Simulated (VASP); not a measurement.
C: single point with r2SCAN

The system is C.

```
C
1.0
     0.00000    2.12700    3.34800
     1.22800    0.00000    3.34800
     1.22800    2.12700    0.00000
C
2
Direct
  0.19488 0.71551 0.93899
  0.83333 0.16667 0.83333
```

This cell differs from its parent crystal: atom 1 (C) moved by (-0.600, -0.300) A along [1 1 0] and z.

- Program: VASP 6.6.1
- Task: single point
- Functional: r2SCAN
- Potentials or basis: VASP PAW PBE potentials, release 64 (C)
- Cutoff: 520 eV
- k mesh: 14 × 14 × 14
- Occupations: gaussian, width 0.05 eV
- Spin: no spin polarisation

* Pressure: 75.3 GPa
* Largest force: 18.443 eV/Å
* Band gap on the k mesh: zero (bands 4 and 5 overlap by 1.86 eV)

Forces in eV/Å, atoms in the order of the input:
```
C    -6.150  17.353  -1.101
C     6.150 -17.353   1.101
```

Stress tensor (GPa, compression positive):
```
 82.19 -12.76  17.72
-12.76 141.69 -46.89
 17.72 -46.89   1.92
```

Levels at points of the mesh, in eV from the Fermi level:
```
           k point  band 1  band 2  band 3  band 4  band 5  band 6  band 7  band 8
(0.00, 0.00, 0.00)  -21.21   -8.71   -7.42    0.22    2.51    7.95   11.29   14.56
(0.50, 0.00, 0.00)  -16.84  -14.22   -2.73   -1.66   -0.34    0.52   12.51   15.93
(0.50, 0.50, 0.50)  -16.77  -11.41   -9.69   -5.15    5.21    6.18   11.13   14.41
(0.00, 0.00, 0.50)  -16.77  -11.40   -9.68   -5.24    6.07    6.87    8.49   14.83
(0.00, 0.50, 0.00)  -16.84  -14.22   -3.44   -0.90   -0.33    0.97   11.22   15.24
(0.50, 0.50, 0.00)  -20.91   -9.55   -8.66    0.16    7.73    9.63    9.78   12.75
(0.50, 0.00, 0.50)  -16.91  -14.43   -3.03   -1.89    0.17    3.39   11.22   12.04
(0.00, 0.50, 0.50)  -16.77  -14.21   -3.36   -2.86   -1.28    3.23   14.74   15.38
```

It took 8.9 min on 1 thread of Intel(R) Xeon(R) 6975P-C (Granite Rapids) (shared host), peak memory 0.31 GiB.

Caveat: the cell differs from its parent crystal (atom 1 (C) moved by (-0.600, -0.300) A along [1 1 0] and z); the stress differs along the axes, from 2 to 142 GPa; the PAW data sets were made with another functional, which shifts forces and pressure a little.
